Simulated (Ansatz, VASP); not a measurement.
## One calculation of LiH, two programs

```xyz
2
Lattice="0.0000 2.0368 2.0368 2.0368 0.0000 2.0368 2.0368 2.0368 0.0000" Properties=species:S:1:pos:R:3 pbc="T T T"
Li    0.0000    0.0000    0.0000
H     2.0368    2.0368    2.0368
```

Alike in both runs: task relaxation of cell and atoms; functional PBE; k mesh 8 × 8 × 8; occupations gaussian, width 0.02 eV; no spin polarisation.

|  | VASP | Ansatz |
| --- | --- | --- |
| version | VASP 6.6.1 | Ansatz 0.2.0 |
| potentials or method | VASP PAW PBE potentials, release 64 (Li_sv, H), cutoff 600 eV | scalar-relativistic, plane waves, PAW |
| valence electrons in the cell | 4 | 4 |

```csv
,VASP,Ansatz,Ansatz less VASP
"gap on the k mesh at the Fermi level, each at its own relaxed structure (eV)",2.97,2.98,+0.011
relaxed volume (Å³/atom),7.98,8.04,+0.061
relaxed length of the cell vector where the two differ most in proportion (Å),2.826,2.833,+0.0072
```

Noted on VASP's run: the cutoff is under 1.25 times that of the potentials, so the pressure is a little rough.
